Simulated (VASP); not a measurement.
# BaLi7F9 in VASP: further runs

The runs below take BaLi7F9 through single point, with PBE.

All numbers are computed with VASP 6.6.1; they aren't measurements. Logs are shortened: lines on timing, memory, paths and dates and some standing lists are left out, and cuts for length are marked.

## Step 1: The cell of the first run

The cell holds an amorphous packing of atoms, 17 atoms: a = 5.603 Å, b = 5.754 Å, c = 5.541 Å, α = 91.46°, β = 90.77°, γ = 89.43°.

## Step 2: Single point, PBE

INCAR reads:

```
SYSTEM = BaLi7F9
PREC = Accurate ; ENCUT = 520
EDIFF = 1E-6 ; ISMEAR = -1
SIGMA = 0.1637 ; LREAL = Auto
LASPH = .True. ; NELM = 60
ALGO = Normal ; ISIF = 2
LWAVE = .False. ; LCHARG = .False.
GGA = PE ; NBANDS = 61
ISYM = 0
```

KPOINTS reads:

```
Automatic mesh
0
Gamma
  1 1 1
  0 0 0
```

POSCAR reads:

```
BaLi7F9
1.0
    5.6029570000      0.0278370000     -0.0374620000
    0.0278370000      5.7534950000     -0.0718080000
   -0.0374620000     -0.0718080000      5.5402340000
Ba F Li
1 9 7
Direct
    0.8556031962      0.8677274408      0.5936374491
    0.7207429693      0.1305751103      0.2579596477
    0.7949922859      0.5023998059      0.3718940980
    0.0916496960      0.5640838244      1.0047169690
    0.6528289281      0.6767956475      0.9356780994
    0.4021513411      0.8400378065      0.5512200077
    0.2617147368      0.4108581263      0.4205454603
    0.4861023871      0.2440882880      0.9282862167
    0.0242406561      0.1687164172      0.8029446576
    0.1957469549     -0.0816370032      0.2206567236
    1.0014925435      0.2666150797      0.3747643167
    0.8747060267     -0.2150653463      0.0928002003
    0.1966797804      0.4790071260      0.7579807210
    0.4066940620      0.1819151926      0.1897740310
    0.8330785153      0.4011330858      1.0170957313
    0.3102539669     -0.0371536266      0.8435318448
    0.4093651765      0.6837503922      0.2227601553
```

Potentials or basis: VASP PAW PBE potentials, release 64 (Ba_sv, F, Li_sv).

Command:

```sh
> cat potpaw_PBE.64/Ba_sv/POTCAR potpaw_PBE.64/F/POTCAR potpaw_PBE.64/Li_sv/POTCAR > POTCAR
> mpirun -np 1 vasp_gam > vasp.out
```

OUTCAR:

```text
SYSTEM = BaLi7F9
   PREC = Accurate
   ENCUT = 520
   EDIFF = 1E-6
   ISMEAR = -1
   LREAL = Auto
   LASPH = .True.
   NELM = 60
   ISIF = 2
   GGA = PE
   ISYM = 0

 ion  position               nearest neighbor table
   1  0.856  0.868  0.594-   9 2.27   3 2.43   5 2.51   2 2.53   6 2.55  11 2.76  12 2.81  12 2.82
                            10 2.85  16 2.93  13 3.08   6 3.08   4 3.17  17 3.38  16 3.41  15 3.61
   2  0.721  0.131  0.258-  14 1.82  11 1.86  15 2.18   1 2.53
   3  0.795  0.502  0.372-  11 1.77  15 2.05   1 2.43
   4  0.092  0.564  0.005-  13 1.56  15 1.74  12 1.81  17 2.24   1 3.17
   5  0.653  0.677  0.936-  12 1.63  15 1.93  17 2.11   1 2.51
   6  0.402  0.840  0.551-  16 1.83  17 2.01   1 2.55   1 3.08
   7  0.262  0.411  0.421-  11 1.70  13 1.94  14 1.99  17 2.12
   8  0.486  0.244  0.928-  14 1.57  16 1.95  15 2.20
   9  0.024  0.169  0.803-  16 2.00  13 2.06  15 2.07   1 2.27
  10  0.196  0.918  0.221-  17 1.80  14 1.94  12 2.07  16 2.22   1 2.85
  11  0.001  0.267  0.375-   7 1.70   3 1.77   2 1.86  15 2.33  14 2.54   1 2.76
  12  0.875  0.785  0.093-   5 1.63   4 1.81  10 2.07  15 2.25   1 2.81   1 2.82
  13  0.197  0.479  0.758-   4 1.56   7 1.94   9 2.06  15 2.56   1 3.08
  14  0.407  0.182  0.190-   8 1.57   2 1.82  10 1.94   7 1.99  16 2.33  11 2.54
  15  0.833  0.401  0.017-   4 1.74   5 1.93   3 2.05   9 2.07   2 2.18   8 2.20  12 2.25  11 2.33
                            13 2.56   1 3.61
  16  0.310  0.963  0.844-   6 1.83   8 1.95   9 2.00  10 2.22  14 2.33   1 2.93   1 3.41
  17  0.409  0.684  0.223-  10 1.80   6 2.01   5 2.11   7 2.12   4 2.24   1 3.38

IMPORTANT INFORMATION: All symmetrisations will be switched off!
NOSYMM: (Re-)initialisation of all symmetry stuff for point group C_1.

----------------------------------------------------------------------------------------

                                     Primitive cell

  volume of cell :     178.5571

  direct lattice vectors                    reciprocal lattice vectors
     5.602957000  0.027837000 -0.037462000     0.178489399 -0.000848655  0.001195912
     0.027837000  5.753495000 -0.071808000    -0.000848655  0.173839554  0.002247428
    -0.037462000 -0.071808000  5.540234000     0.001195912  0.002247428  0.180535007

  length of vectors
     5.603151385  5.754010428  5.540825982     0.178495422  0.173856153  0.180552956

  position of ions in fractional coordinates (direct lattice)
     0.855603196  0.867727441  0.593637449
     0.720742969  0.130575110  0.257959648
     0.794992286  0.502399806  0.371894098
     0.091649696  0.564083824  0.004716969
     0.652828928  0.676795648  0.935678099
     0.402151341  0.840037806  0.551220008
     0.261714737  0.410858126  0.420545460
     0.486102387  0.244088288  0.928286217
     0.024240656  0.168716417  0.802944658
     0.195746955  0.918362997  0.220656724
     0.001492543  0.266615080  0.374764317
     0.874706027  0.784934654  0.092800200
     0.196679780  0.479007126  0.757980721
     0.406694062  0.181915193  0.189774031
     0.833078515  0.401133086  0.017095731
     0.310253967  0.962846373  0.843531845
     0.409365177  0.683750392  0.222760155

  ion indices of the primitive-cell ions
   primitive index   ion index
                 1           1
                 2           2
                 3           3
                 4           4
                 5           5
                 6           6
                 7           7
                 8           8
                 9           9
                10          10
                11          11
                12          12
                13          13
                14          14
                15          15
                16          16
                17          17

----------------------------------------------------------------------------------------

 KPOINTS: Automatic mesh

Automatic generation of k-mesh.
 Grid dimensions read from file:
 generate k-points for:    1    1    1

 Generating k-lattice:

  Cartesian coordinates                     Fractional coordinates (reciprocal lattice)
     0.178489399 -0.000848655  0.001195912     1.000000000  0.000000000  0.000000000
    -0.000848655  0.173839554  0.002247428     0.000000000  1.000000000  0.000000000
     0.001195912  0.002247428  0.180535007     0.000000000  0.000000000  1.000000000

  Length of vectors
     0.178495422  0.173856153  0.180552956

  Shift w.r.t. Gamma in fractional coordinates (k-lattice)
     0.000000000  0.000000000  0.000000000

 Subroutine IBZKPT returns following result:
 ===========================================

 Found      1 irreducible k-points:

 Following reciprocal coordinates:
            Coordinates               Weight
  0.000000  0.000000  0.000000      1.000000
   k-points           NKPTS =      1   k-points in BZ     NKDIM =      1   number of bands    NBANDS=     61
   number of dos      NEDOS =    301   number of ions     NIONS =     17
   total plane-waves  NPLWV =  84672
   dimension x,y,z NGX =    42 NGY =   48 NGZ =   42
   dimension x,y,z NGXF=    84 NGYF=   96 NGZF=   84
   ions per type =               1   9   7
   NGX,Y,Z   is equivalent  to a cutoff of  12.46, 13.87, 12.60 a.u.
   NGXF,Y,Z  is equivalent  to a cutoff of  24.92, 27.74, 25.20 a.u.
 SYSTEM =  BaLi7F9
   PREC   = accura    normal or accurate (medium, high low for compatibility)
   ISTART =      0    job   : 0-new  1-cont  2-samecut
   ICHARG =      2    charge: 1-file 2-atom 10-const
   ISPIN  =      1    spin polarized calculation?
   LNONCOLLINEAR =      F non collinear calculations
   LSORBIT =      F    spin-orbit coupling
   LASPH  =      T    aspherical Exc in radial PAW
   ENCUT  =  520.0 eV  38.22 Ry    6.18 a.u.  10.42 10.70 10.30*2*pi/ulx,y,z
   NELM   =     60;   NELMIN=  2; NELMDL= -5     # of ELM steps
   EDIFF  = 0.1E-05   stopping-criterion for ELM
   LREAL  =      T    real-space projection
   EDIFFG = 0.1E-04   stopping-criterion for IOM
   NSW    =      0    number of steps for IOM
   IBRION =     -1    ionic relax: 0-MD 1-quasi-New 2-CG
   NFREE  =      0    steps in history (QN), initial steepest desc. (CG)
   ISIF   =      2    stress and relaxation
   ISYM   =      0    0-nonsym 1-usesym 2-fastsym
   POTIM  = 0.5000    time-step for ionic-motion
   TEBEG  =    0.0;   TEEND  =   0.0 temperature during run
   PSTRESS=    0.0 pullay stress
   NELECT =      94.0000    total number of electrons
   NUPDOWN=      -1.0000    fix difference up-down
   EMIN   =  10.00;   EMAX   =-10.00  energy-range for DOS
   EFERMI =   0.00;   METHOD = LEGACY
   ISMEAR =    -1;   SIGMA  =   0.16  broadening in eV -4-tet -1-fermi 0-gaus
   EFERMI_NEDOS =   21; number of points for ismear=-14 and -15
   IALGO  =     38    algorithm
   IMIX   =      4    mixing-type and parameters
     AMIX     =   0.40;   BMIX     =  1.00
     AMIX_MAG =   1.60;   BMIX_MAG =  1.00
  volume/ion in A,a.u.               =      10.50        70.88
  Fermi-wavevector in a.u.,A,eV,Ry     =   1.321879  2.497989 23.774334  1.747364
  Thomas-Fermi vector in A             =   2.451601
   LORBIT       =      0    0 simple, 1 ext, 2 COOP (PROOUT), +10 PAW based schemes
   GGA     = PE    functional components
   LHFCALC =     F    Hartree Fock is set to
   AEXX    =    0.0000 exact exchange contribution
   IVDW    =     0    specifies the selected vdW correction
   LEPSILON=     F    determine dielectric tensor
   LRPA    =     F    only Hartree local field effects (RPA)
 non-spin polarized calculation
  energy-cutoff  :      520.00
  volume of cell :      178.56
 maximum number of plane-waves:      2402
 NGX is ok and might be reduce to    42
   NGX = 21   NGY = 21   NGZ = 21

 number of electron      94.0000027 magnetization

 Free energy of the ion-electron system (eV)
  ---------------------------------------------------
  ext. energy  EPLUGINS =         0.00000000
  ---------------------------------------------------
  free energy    TOTEN  =       -76.60859686 eV

  energy without entropy =      -76.60859672  energy(sigma->0) =      -76.60859679

 E-fermi :   2.6883     XC(G=0):  -9.3328

 val. band max:       -0.3499624949   @ k =   0.0000   0.0000   0.0000
 cond. band min:       5.6867923592   @ k =   0.0000   0.0000   0.0000
 fundamental gap:      6.0367548541
 Fermi energy:         2.6883472235

 k-point     1 :       0.0000    0.0000    0.0000
  band No.  band energies     occupation
      1     -43.6155      2.00000
      2     -43.2998      2.00000
      3     -42.8460      2.00000
      4     -42.8108      2.00000
      5     -42.8054      2.00000
      6     -42.7026      2.00000
      7     -41.7177      2.00000
      8     -24.9875      2.00000
      9     -21.7873      2.00000
     10     -21.6117      2.00000
     11     -21.3863      2.00000
     12     -21.0057      2.00000
     13     -20.9167      2.00000
     14     -20.4189      2.00000
     15     -20.1738      2.00000
     16     -19.8708      2.00000
     17     -19.7561      2.00000
     18     -10.4383      2.00000
     19     -10.1545      2.00000
     20     -10.0906      2.00000
     21      -4.3167      2.00000
     22      -4.0769      2.00000
     23      -3.8008      2.00000
     24      -3.7083      2.00000
     25      -3.6228      2.00000
     26      -3.4446      2.00000
     27      -3.4084      2.00000
     28      -3.0587      2.00000
     29      -2.9161      2.00000
     30      -2.7988      2.00000
     31      -2.6710      2.00000
     32      -2.4679      2.00000
     33      -2.4310      2.00000
     34      -2.3781      2.00000
     35      -2.2967      2.00000
     36      -2.0680      2.00000
     37      -1.8172      2.00000
     38      -1.7215      2.00000
     39      -1.6525      2.00000
     40      -1.5347      2.00000
     41      -1.3803      2.00000
     42      -1.3637      2.00000
     43      -1.0697      2.00000
     44      -0.9041      2.00000
     45      -0.7942      2.00000
     46      -0.6511      2.00000
     47      -0.3500      2.00000
     48       5.6868      0.00000
     49       6.5711      0.00000
     50       6.9532      0.00000
     51       7.4443      0.00000
     52       7.8300      0.00000
     53       9.0075      0.00000
     54       9.0783      0.00000
     55       9.8422      0.00000
     56      10.2107      0.00000
     57      10.3705      0.00000
     58      10.8254      0.00000
     59      11.6972      0.00000
 [bands above 59 left out]

------------------------ aborting loop because EDIFF is reached ----------------------------------------

  FORCE on cell =-STRESS in cart. coord.  units (eV):
  Direction    XX          YY          ZZ          XY          YZ          ZX
  --------------------------------------------------------------------------------------
  -------------------------------------------------------------------------------------
  Total       12.9186753     13.9056907     17.6536984      3.8504909      2.5353231      7.3175857
  in kB      115.9181394    124.7745422    158.4050860     34.5501165     22.7492317     65.6600539
  external PRESSURE =     133.0325892 kB  Pullay stress =       0.0000000 kB

 VOLUME and BASIS-vectors are now :
 -----------------------------------------------------------------------------
  energy-cutoff  :      520.00
  volume of cell :      178.56
      direct lattice vectors                 reciprocal lattice vectors
     5.602957000  0.027837000 -0.037462000     0.178489399 -0.000848655  0.001195912
     0.027837000  5.753495000 -0.071808000    -0.000848655  0.173839554  0.002247428
    -0.037462000 -0.071808000  5.540234000     0.001195912  0.002247428  0.180535007

 POSITION                                       TOTAL-FORCE (eV/Angst)
 -----------------------------------------------------------------------------------
      4.79582      4.97366      3.19453        -1.631639     -0.988349     -0.845163
      4.03226      0.75280      1.39278         1.015933     -1.962459      0.094624
      4.45436      2.88598      1.99452         0.011159      1.199090     -0.434203
      0.52904      3.24767     -0.01781        -0.198235      1.253970      0.872587
      3.64156      3.84492      5.11082        -1.519481      0.082198      0.185854
      2.25597      4.80477      2.97850         0.297648     -0.374436      1.243411
      1.46206      2.34096      2.29061         0.547837     -0.186493      0.180846
      2.69563      1.35123      5.10719        -0.088194      0.276574     -2.637205
      0.11044      0.91373      4.43548         0.816018      1.356871      0.636498
      1.11406      5.27340      1.14921        -1.188655      1.394708     -1.699042
      0.00175      1.50710      2.05708        -0.279410      0.209296     -0.105841
      4.91931      4.53380      0.42500         1.362189      0.844230      1.396648
      1.08693      2.70701      4.15763         2.277631     -1.902101     -2.239326
      2.27664      1.04434      1.02309        -0.340969     -0.017848      2.648208
      4.67823      2.32988      0.03470        -1.486182     -1.128560     -0.047478
      1.73354      5.48780      4.59260         0.710116      0.796196     -0.010590
      2.30434      3.92935      1.16971        -0.305763     -0.852888      0.760173
 -----------------------------------------------------------------------------------
    total drift:                               -0.002399     -0.001768     -0.007211

  FREE ENERGIE OF THE ION-ELECTRON SYSTEM (eV)
  ---------------------------------------------------
  free  energy   TOTEN  =       -76.6085968592 eV

  energy  without entropy=      -76.6085967155  energy(sigma->0) =      -76.60859679
```

Run time: 15 s. Hardware: 1 thread of Intel Xeon 6975P-C (Granite Rapids), shared host; peak memory 0.26 GiB.

What came out:

- Free energy: -76.6086 eV
- Largest force: 3.718 eV/Å
- Band gap on the k mesh: 6.04 eV

Forces on the atoms (eV/Å):
```
Ba  -1.632 -0.988 -0.845
F    1.016 -1.962  0.095
F    0.011  1.199 -0.434
F   -0.198  1.254  0.873
F   -1.519  0.082  0.186
F    0.298 -0.374  1.243
F    0.548 -0.186  0.181
F   -0.088  0.277 -2.637
F    0.816  1.357  0.636
F   -1.189  1.395 -1.699
Li  -0.279  0.209 -0.106
Li   1.362  0.844  1.397
Li   2.278 -1.902 -2.239
Li  -0.341 -0.018  2.648
Li  -1.486 -1.129 -0.047
Li   0.710  0.796 -0.011
Li  -0.306 -0.853  0.760
```

Levels at points of the mesh, in eV from the valence-band top:
| k point | band 44 | band 45 | band 46 | band 47 | band 48 | band 49 | band 50 | band 51 |
| --- | --- | --- | --- | --- | --- | --- | --- | --- |
| (0.00, 0.00, 0.00) | -0.55 | -0.44 | -0.30 | 0.00 | 6.04 | 6.92 | 7.30 | 7.79 |

Caveat: the k points lie up to 1.13 Å⁻¹ apart; the cutoff is under 1.25 times the usual one of these potentials, so pressure, stress and relaxed cells hold a basis-set (Pulay) error; spin-orbit coupling is left out, which moves the levels of the heavy elements.

## Step 3: Single point, PBE

INCAR reads:

```
SYSTEM = BaLi7F9
PREC = Accurate
ENCUT = 520
EDIFF = 1E-7
ISMEAR = -1
SIGMA = 0.1637
LREAL = Auto
LASPH = .True.
NELM = 60
ALGO = Normal
ISIF = 2
LWAVE = .False.
LCHARG = .False.
GGA = PE
ISYM = 0
NBANDS = 61
```

KPOINTS reads:

```
regular mesh
0
Gamma
  1 1 1
  0 0 0
```

POSCAR reads:

```
BaLi7F9
1.0
    5.6029570000      0.0278370000     -0.0374620000
    0.0278370000      5.7534950000     -0.0718080000
   -0.0374620000     -0.0718080000      5.5402340000
Ba F Li
1 9 7
Direct
    0.8555871434      0.9022719683      0.6273428796
    0.6993945852      0.0222414450      0.2123731297
    0.7380427135      0.5198303131      0.4519273972
    0.1645874945      0.6091334902      1.0709546626
    0.7596418325      0.6559480831      0.9220583503
    0.3304378808      0.7972360606      0.7059392782
    0.3519238215      0.4045417007      0.3820208859
    0.6203554161      0.2956502180      0.8670048603
    0.0955350358      0.1773392108      0.9771845932
    0.2252687540      0.0395294325      0.3908366592
    1.0479598875      0.3637000118      0.2784823247
    0.9216109998     -0.1947955637      0.1800298528
    0.3345108444      0.4487380614      0.9354385443
    0.5847332599      0.2708968138      0.2297332271
    0.8957299847      0.3919024064      0.8603911973
    0.4087600543     -0.0643483347      1.0127260408
    0.3654210261      0.7143078718      0.3969751859
```

Potentials or basis: VASP PAW PBE potentials, release 64 (Ba_sv, F, Li_sv).

Command:

```sh
> cat potpaw_PBE.64/Ba_sv/POTCAR potpaw_PBE.64/F/POTCAR potpaw_PBE.64/Li_sv/POTCAR > POTCAR
> mpirun -np 1 vasp_gam > vasp.out
```

Run time: 17 s. Hardware: 1 thread of Intel Xeon 6975P-C (Granite Rapids), shared host; peak memory 0.26 GiB.

It converged, with:

- Free energy: -75.5229 eV
- Largest force: 4.219 eV/Å
- Band gap on the k mesh: 5.20 eV

Forces on the atoms (eV/Å):
```
Ba   0.811  2.482  0.725
F    0.135 -2.171 -0.092
F    2.079 -0.161 -1.214
F   -2.127  2.879  2.234
F   -0.537  0.889  2.002
F    0.497 -0.829  1.287
F   -0.751  0.844  0.106
F   -1.773 -2.123  0.284
F    0.103  0.065 -0.634
F   -1.072 -1.798 -1.209
Li   0.751 -0.619  0.254
Li   0.471 -0.348 -1.385
Li   2.357 -1.902 -2.343
Li  -0.761  2.369  0.468
Li   0.426  0.345 -0.301
Li  -0.597  0.222 -0.577
Li  -0.014 -0.144  0.392
```

Levels at points of the mesh, in eV from the valence-band top:
| k point | band 45 | band 46 | band 47 | band 48 | band 49 | band 50 |
| --- | --- | --- | --- | --- | --- | --- |
| (0.00, 0.00, 0.00) | -0.63 | -0.41 | 0.00 | 5.20 | 6.28 | 6.76 |

Caveat: the k points lie up to 1.13 Å⁻¹ apart; the cutoff is under 1.25 times the usual one of these potentials, so pressure, stress and relaxed cells hold a basis-set (Pulay) error; spin-orbit coupling is left out, which moves the levels of the heavy elements.

[end of part 1 of 2]
